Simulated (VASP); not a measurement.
# Sr: single point with BLYP

The system is Sr.

```
Sr
1.0
     4.11906    0.00000    0.00000
     0.00000    4.11906    0.00000
     0.00000    0.00000    4.11906
Sr
1
Direct
  0.00000 0.00000 0.00000
```

This cell differs from its parent crystal: volume scaled by 1.12.

* Program: VASP 6.6.1
* Task: single point
* Functional: BLYP
* Potentials or basis: VASP PAW PBE potentials, release 64 (Sr_sv)
* Cutoff: 500 eV
* k mesh: 9 × 9 × 9
* Occupations: fermi-dirac, width 0.1 eV
* Spin: no spin polarisation

```json
{
 "Pressure": "-0.4 GPa",
 "Band gap on the k mesh": "zero (band 5 reaches 1.68 eV, above the bottom of band 6 at 1.14 eV)"
}
```

Levels at points of the mesh, in eV from the Fermi level:
```
           k point  band 1  band 2  band 3  band 4  band 5  band 6  band 7  band 8  band 9  band 10
(0.00, 0.00, 0.00)  -37.17  -19.12  -19.12  -19.12   -3.16    0.59    0.59    3.93    3.93     3.93
```

Wall time 19 s on 1 thread of Intel(R) Xeon(R) 6975P-C (Granite Rapids) (shared host), peak memory 0.17 GiB.

Caveat: the PAW data sets were made with another functional, which shifts forces and pressure a little.
